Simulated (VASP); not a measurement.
Input of a VASP 6.6.1 run:

The input INCAR:

```
SYSTEM = CaF2
PREC = Accurate ; ENCUT = 520
EDIFF = 1E-8 ; ISMEAR = -1
SIGMA = 0.03 ; LREAL = .False.
LASPH = .True. ; NELM = 120
ALGO = Normal ; ISIF = 2
LWAVE = .False. ; LCHARG = .False.
GGA = CA ; LEFG = .True.
NBANDS = 19 ; GGA_COMPAT = .False.
```

The input KPOINTS:

```
Automatic mesh
0
Gamma
  10 10 10
  0 0 0
```

The input POSCAR:

```
CaF2
1.0
    0.0000000000      2.7493382755      2.7493382755
    2.7493382755      0.0000000000      2.7493382755
    2.7493382755      2.7493382755      0.0000000000
Ca F
1 2
Direct
    0.0000000000      0.0000000000      0.0000000000
    0.2500000000      0.2500000000      0.2500000000
    0.7500000000      0.7500000000      0.7500000000
```

Potentials or basis: VASP PAW LDA potentials, release 64 (Ca_sv, F).

The run is started by

```sh
$ cat potpaw_LDA.64/Ca_sv/POTCAR potpaw_LDA.64/F/POTCAR > POTCAR
$ mpirun -np 1 vasp_std > vasp.out
```

(1) Estimate the band gap on the k mesh.

(2) Predict the pressure.

## Answers

(1) 6.79 eV (least direct gap 7.04 eV).

(2) -7.5 GPa.

Caveat: the cell stands under tension.
